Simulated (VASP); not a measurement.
# BePtBr6 (Fm-3m) in VASP: further runs

BePtBr6 is run at these levels: PBE; tasks: single point, relaxation of cell and atoms.

All numbers are computed with VASP 6.6.1; they aren't measurements. Logs are shortened: lines on timing, memory, paths and dates and some standing lists are left out, and cuts for length are marked.

### Step 1. The cell of the first run

Symmetry: Fm-3m, No. 225, cubic system. Conventional cell: a = 10.692 Å, b = 10.692 Å, c = 10.692 Å, α = 90.00°, β = 90.00°, γ = 90.00°. Within 3.4 Å of Be (site symmetry m-3m) lie 6 Br at 2.60 Å. Pt (site symmetry m-3m) has 6 Br at 2.75 Å within 3.6 Å. Br (site symmetry 4mm) has 1 Be at 2.60 Å and 1 Pt at 2.75 Å within 3.4 Å.

### Step 2. Single point, PBE

The input, INCAR:

```
SYSTEM = BePtBr6
ALGO = Normal
EDIFF = 1E-6
ENCUT = 520
GGA = PE
ISIF = 2
ISMEAR = 0
LASPH = .TRUE.
LCHARG = .FALSE.
LREAL = .FALSE.
LWAVE = .FALSE.
NBANDS = 37
NELM = 100
PREC = Accurate
SIGMA = 0.1
```

The input, KPOINTS:

```
k-points
0
G
  4 4 4
  0 0 0
```

The input, POSCAR:

```
BePtBr6
1.0
    0.0000000000      5.3460243300      5.3460243300
    5.3460243300      0.0000000000      5.3460243300
    5.3460243300      5.3460243300      0.0000000000
Be Pt Br
1 1 6
Direct
    0.5000000000      0.5000000000      0.5000000000
    0.0000000000      0.0000000000      0.0000000000
    0.7432212800      0.2567787200      0.2567787200
    0.2567787200      0.7432212800      0.7432212800
    0.2567787200      0.7432212800      0.2567787200
    0.7432212800      0.2567787200      0.7432212800
    0.2567787200      0.2567787200      0.7432212800
    0.7432212800      0.7432212800      0.2567787200
```

Potentials or basis: VASP PAW PBE potentials, release 64 (Be, Pt, Br).

Run with:

```console
cat potpaw_PBE.64/Be/POTCAR potpaw_PBE.64/Pt/POTCAR potpaw_PBE.64/Br/POTCAR > POTCAR
mpirun -np 1 vasp_std > vasp.out
```

OUTCAR:

```text
SYSTEM = BePtBr6
   EDIFF = 1E-6
   ENCUT = 520
   GGA = PE
   ISIF = 2
   ISMEAR = 0
   LASPH = .TRUE.
   LREAL = .FALSE.
   NELM = 100
   PREC = Accurate

 ion  position               nearest neighbor table
   1  0.500  0.500  0.500-
   2  0.000  0.000  0.000-   3 2.75   4 2.75   5 2.75   6 2.75   7 2.75   8 2.75
   3  0.743  0.257  0.257-   2 2.75
   4  0.257  0.743  0.743-   2 2.75
   5  0.257  0.743  0.257-   2 2.75
   6  0.743  0.257  0.743-   2 2.75
   7  0.257  0.257  0.743-   2 2.75
   8  0.743  0.743  0.257-   2 2.75

  LATTYP: Found a face centered cubic cell.
 ALAT       =    10.6920486600

  Lattice vectors:

 A1 = (   0.0000000000,   5.3460243300,   5.3460243300)
 A2 = (   5.3460243300,   0.0000000000,   5.3460243300)
 A3 = (   5.3460243300,   5.3460243300,   0.0000000000)

Analysis of symmetry for initial positions (statically):
=====================================================================
 Subroutine PRICEL returns:
 Original cell was already a primitive cell.

 Routine SETGRP: Setting up the symmetry group for a
 face centered cubic supercell.

 Subroutine GETGRP returns: Found 48 space group operations
 (whereof 48 operations were pure point group operations)
 out of a pool of 48 trial point group operations.

The static configuration has the point symmetry O_h .

Analysis of symmetry for dynamics (positions and initial velocities):
=====================================================================
 Subroutine PRICEL returns:
 Original cell was already a primitive cell.

 Routine SETGRP: Setting up the symmetry group for a
 face centered cubic supercell.

 Subroutine GETGRP returns: Found 48 space group operations
 (whereof 48 operations were pure point group operations)
 out of a pool of 48 trial point group operations.

The dynamic configuration has the point symmetry O_h .

 Subroutine INISYM returns: Found 48 space group operations
 (whereof 48 operations are pure point group operations),
 and found     1 'primitive' translations

----------------------------------------------------------------------------------------

                                     Primitive cell

  volume of cell :     305.5785

  direct lattice vectors                    reciprocal lattice vectors
     0.000000000  5.346024330  5.346024330    -0.093527446  0.093527446  0.093527446
     5.346024330  0.000000000  5.346024330     0.093527446 -0.093527446  0.093527446
     5.346024330  5.346024330  0.000000000     0.093527446  0.093527446 -0.093527446

  length of vectors
     7.560420112  7.560420112  7.560420112     0.161994288  0.161994288  0.161994288

  position of ions in fractional coordinates (direct lattice)
     0.500000000  0.500000000  0.500000000
     0.000000000  0.000000000  0.000000000
     0.743221280  0.256778720  0.256778720
     0.256778720  0.743221280  0.743221280
     0.256778720  0.743221280  0.256778720
     0.743221280  0.256778720  0.743221280
     0.256778720  0.256778720  0.743221280
     0.743221280  0.743221280  0.256778720

  ion indices of the primitive-cell ions
   primitive index   ion index
                 1           1
                 2           2
                 3           3
                 4           4
                 5           5
                 6           6
                 7           7
                 8           8

----------------------------------------------------------------------------------------

 KPOINTS: k-points

Automatic generation of k-mesh.
 Grid dimensions read from file:
 generate k-points for:    4    4    4

 Generating k-lattice:

  Cartesian coordinates                     Fractional coordinates (reciprocal lattice)
    -0.023381861  0.023381861  0.023381861     0.250000000  0.000000000  0.000000000
     0.023381861 -0.023381861  0.023381861     0.000000000  0.250000000  0.000000000
     0.023381861  0.023381861 -0.023381861     0.000000000  0.000000000  0.250000000

  Length of vectors
     0.040498572  0.040498572  0.040498572

  Shift w.r.t. Gamma in fractional coordinates (k-lattice)
     0.000000000  0.000000000  0.000000000

 Subroutine IBZKPT returns following result:
 ===========================================

 Found      8 irreducible k-points:

 Following reciprocal coordinates:
            Coordinates               Weight
  0.000000  0.000000  0.000000      1.000000
  0.250000  0.000000  0.000000      8.000000
  0.500000  0.000000  0.000000      4.000000
  0.250000  0.250000  0.000000      6.000000
  0.500000  0.250000  0.000000     24.000000
 -0.250000  0.250000  0.000000     12.000000
  0.500000  0.500000  0.000000      3.000000
 -0.250000  0.500000  0.250000      6.000000
   k-points           NKPTS =      8   k-points in BZ     NKDIM =      8   number of bands    NBANDS=     37
   number of dos      NEDOS =    301   number of ions     NIONS =      8
   total plane-waves  NPLWV = 175616
   dimension x,y,z NGX =    56 NGY =   56 NGZ =   56
   dimension x,y,z NGXF=   112 NGYF=  112 NGZF=  112
   ions per type =               1   1   6
   NGX,Y,Z   is equivalent  to a cutoff of  12.31, 12.31, 12.31 a.u.
   NGXF,Y,Z  is equivalent  to a cutoff of  24.63, 24.63, 24.63 a.u.
 SYSTEM =  BePtBr6
   PREC   = accura    normal or accurate (medium, high low for compatibility)
   ISTART =      0    job   : 0-new  1-cont  2-samecut
   ICHARG =      2    charge: 1-file 2-atom 10-const
   ISPIN  =      1    spin polarized calculation?
   LNONCOLLINEAR =      F non collinear calculations
   LSORBIT =      F    spin-orbit coupling
   LASPH  =      T    aspherical Exc in radial PAW
   ENCUT  =  520.0 eV  38.22 Ry    6.18 a.u.  14.06 14.06 14.06*2*pi/ulx,y,z
   NELM   =    100;   NELMIN=  2; NELMDL= -5     # of ELM steps
   EDIFF  = 0.1E-05   stopping-criterion for ELM
   LREAL  =      F    real-space projection
   EDIFFG = 0.1E-04   stopping-criterion for IOM
   NSW    =      0    number of steps for IOM
   IBRION =     -1    ionic relax: 0-MD 1-quasi-New 2-CG
   NFREE  =      0    steps in history (QN), initial steepest desc. (CG)
   ISIF   =      2    stress and relaxation
   ISYM   =      2    0-nonsym 1-usesym 2-fastsym
   POTIM  = 0.5000    time-step for ionic-motion
   TEBEG  =    0.0;   TEEND  =   0.0 temperature during run
   PSTRESS=    0.0 pullay stress
   NELECT =      54.0000    total number of electrons
   NUPDOWN=      -1.0000    fix difference up-down
   EMIN   =  10.00;   EMAX   =-10.00  energy-range for DOS
   EFERMI =   0.00;   METHOD = LEGACY
   ISMEAR =     0;   SIGMA  =   0.10  broadening in eV -4-tet -1-fermi 0-gaus
   EFERMI_NEDOS =   21; number of points for ismear=-14 and -15
   IALGO  =     38    algorithm
   IMIX   =      4    mixing-type and parameters
     AMIX     =   0.40;   BMIX     =  1.00
     AMIX_MAG =   1.60;   BMIX_MAG =  1.00
  volume/ion in A,a.u.               =      38.20       257.77
  Fermi-wavevector in a.u.,A,eV,Ry     =   0.918682  1.736057 11.482996  0.843976
  Thomas-Fermi vector in A             =   2.043791
   LORBIT       =      0    0 simple, 1 ext, 2 COOP (PROOUT), +10 PAW based schemes
   GGA     = PE    functional components
   LHFCALC =     F    Hartree Fock is set to
   AEXX    =    0.0000 exact exchange contribution
   IVDW    =     0    specifies the selected vdW correction
   LEPSILON=     F    determine dielectric tensor
   LRPA    =     F    only Hartree local field effects (RPA)
 non-spin polarized calculation
 Gauss-broadening in eV      SIGMA  =   0.10
  energy-cutoff  :      520.00
  volume of cell :      305.58
 maximum number of plane-waves:      8291
   NGX = 29   NGY = 29   NGZ = 29

 number of electron      53.9999996 magnetization

 Free energy of the ion-electron system (eV)
  ---------------------------------------------------
  ext. energy  EPLUGINS =         0.00000000
  ---------------------------------------------------
  free energy    TOTEN  =       -19.26178804 eV

  energy without entropy =      -19.16966993  energy(sigma->0) =      -19.21572899

 E-fermi :  -1.6296     XC(G=0):  -7.0053

 val. band max:       -1.6432321353   @ k =   0.2500   0.2500   0.0000
 cond. band min:      -1.5431329096   @ k =   0.5000   0.5000   0.0000
 fundamental gap:      0.1000992257
 Fermi energy:        -1.6295849466

 k-point     1 :       0.0000    0.0000    0.0000
  band No.  band energies     occupation
      1     -15.5370      2.00000
      2     -15.0334      2.00000
      3     -15.0334      2.00000
      4     -15.0334      2.00000
      5     -14.8623      2.00000
      6     -14.8623      2.00000
[... 29 lines left out ...]
     36       5.6009      0.00000
     37       7.0412      0.00000

 k-point     2 :       0.2500    0.0000    0.0000
  band No.  band energies     occupation
      1     -15.4718      2.00000
      2     -15.1132      2.00000
      3     -15.0216      2.00000
      4     -15.0216      2.00000
      5     -14.8757      2.00000
      6     -14.8757      2.00000
[... 29 lines left out ...]
     36       5.8795      0.00000
     37       6.8689      0.00000

 k-point     3 :       0.5000    0.0000    0.0000
  band No.  band energies     occupation
      1     -15.3350      2.00000
      2     -15.2645      2.00000
      3     -15.0071      2.00000
      4     -15.0071      2.00000
      5     -14.8918      2.00000
      6     -14.8918      2.00000
[... 29 lines left out ...]
     36       6.2601      0.00000
     37       6.5843      0.00000

 k-point     4 :       0.2500    0.2500    0.0000
  band No.  band energies     occupation
      1     -15.4561      2.00000
      2     -15.0819      2.00000
      3     -15.0365      2.00000
      4     -15.0365      2.00000
      5     -14.9145      2.00000
      6     -14.8604      2.00000
[... 29 lines left out ...]
     36       5.8451      0.00000
     37       6.9407      0.00000

 k-point     5 :       0.5000    0.2500    0.0000
  band No.  band energies     occupation
      1     -15.3508      2.00000
      2     -15.1907      2.00000
      3     -15.0253      2.00000
      4     -15.0252      2.00000
      5     -14.9385      2.00000
      6     -14.8734      2.00000
[... 29 lines left out ...]
     36       6.1653      0.00000
     37       6.7783      0.00000

 k-point     6 :      -0.2500    0.2500    0.0000
  band No.  band energies     occupation
      1     -15.3811      2.00000
      2     -15.1833      2.00000
      3     -15.0397      2.00000
      4     -15.0072      2.00000
      5     -14.8947      2.00000
      6     -14.8918      2.00000
[... 29 lines left out ...]
     36       6.0548      0.00000
     37       6.5862      0.00000

 k-point     7 :       0.5000    0.5000    0.0000
  band No.  band energies     occupation
      1     -15.3534      2.00000
      2     -15.0732      2.00000
      3     -15.0460      2.00000
      4     -15.0396      2.00000
      5     -15.0396      2.00000
      6     -14.8585      2.00000
[... 29 lines left out ...]
     36       6.1902      0.00000
     37       6.6648      0.00000

 k-point     8 :      -0.2500    0.5000    0.2500
  band No.  band energies     occupation
      1     -15.3140      2.00000
      2     -15.1931      2.00000
      3     -15.0428      2.00000
      4     -15.0428      2.00000
      5     -14.9379      2.00000
      6     -14.8795      2.00000
[... 29 lines left out ...]
     36       6.3363      0.00000
     37       6.4438      0.00000

------------------------ aborting loop because EDIFF is reached ----------------------------------------

  FORCE on cell =-STRESS in cart. coord.  units (eV):
  Direction    XX          YY          ZZ          XY          YZ          ZX
  --------------------------------------------------------------------------------------
  -------------------------------------------------------------------------------------
  Total       -8.9708399     -8.9708399     -8.9708399      0.0000000      0.0000000      0.0000000
  in kB      -47.0349731    -47.0349731    -47.0349731      0.0000000      0.0000000      0.0000000
  external PRESSURE =     -47.0349731 kB  Pullay stress =       0.0000000 kB

 VOLUME and BASIS-vectors are now :
 -----------------------------------------------------------------------------
  energy-cutoff  :      520.00
  volume of cell :      305.58
      direct lattice vectors                 reciprocal lattice vectors
     0.000000000  5.346024330  5.346024330    -0.093527446  0.093527446  0.093527446
     5.346024330  0.000000000  5.346024330     0.093527446 -0.093527446  0.093527446
     5.346024330  5.346024330  0.000000000     0.093527446  0.093527446 -0.093527446

 POSITION                                       TOTAL-FORCE (eV/Angst)
 -----------------------------------------------------------------------------------
      5.34602      5.34602      5.34602         0.000000      0.000000      0.000000
      0.00000      0.00000      0.00000        -0.000000      0.000000     -0.000000
      2.74549      5.34602      5.34602        -0.368434      0.000000      0.000000
      7.94656      5.34602      5.34602         0.368434      0.000000      0.000000
      5.34602      2.74549      5.34602         0.000000     -0.368434      0.000000
      5.34602      7.94656      5.34602         0.000000      0.368434      0.000000
      5.34602      5.34602      2.74549         0.000000      0.000000     -0.368434
      5.34602      5.34602      7.94656         0.000000      0.000000      0.368434
 -----------------------------------------------------------------------------------
    total drift:                                0.000000      0.000000      0.000000

  FREE ENERGIE OF THE ION-ELECTRON SYSTEM (eV)
  ---------------------------------------------------
  free  energy   TOTEN  =       -19.2617880434 eV

  energy  without entropy=      -19.1696699325  energy(sigma->0) =      -19.21572899
```

It took 1.8 min on 1 thread of Intel Xeon Platinum 8488C (Sapphire Rapids), shared host; peak memory 0.46 GiB.

Results:

```yaml
Free_energy: -19.2618 eV
Pressure: -4.7 GPa
Largest_force: 0.368 eV/Å
Band_gap_on_the_k_mesh: zero (band 27 reaches -1.54 eV, above the bottom of band 28 at -1.70 eV)
```

Forces in eV/Å, atoms in the order of the input:
```
Be   0.000  0.000  0.000
Pt   0.000  0.000  0.000
Br  -0.368  0.000  0.000
Br   0.368  0.000  0.000
Br   0.000 -0.368  0.000
Br   0.000  0.368  0.000
Br   0.000  0.000 -0.368
Br   0.000  0.000  0.368
```

Caveat: spin-orbit coupling is left out, which moves the levels of the heavy elements.

(Part 1 of 2 ends here.)
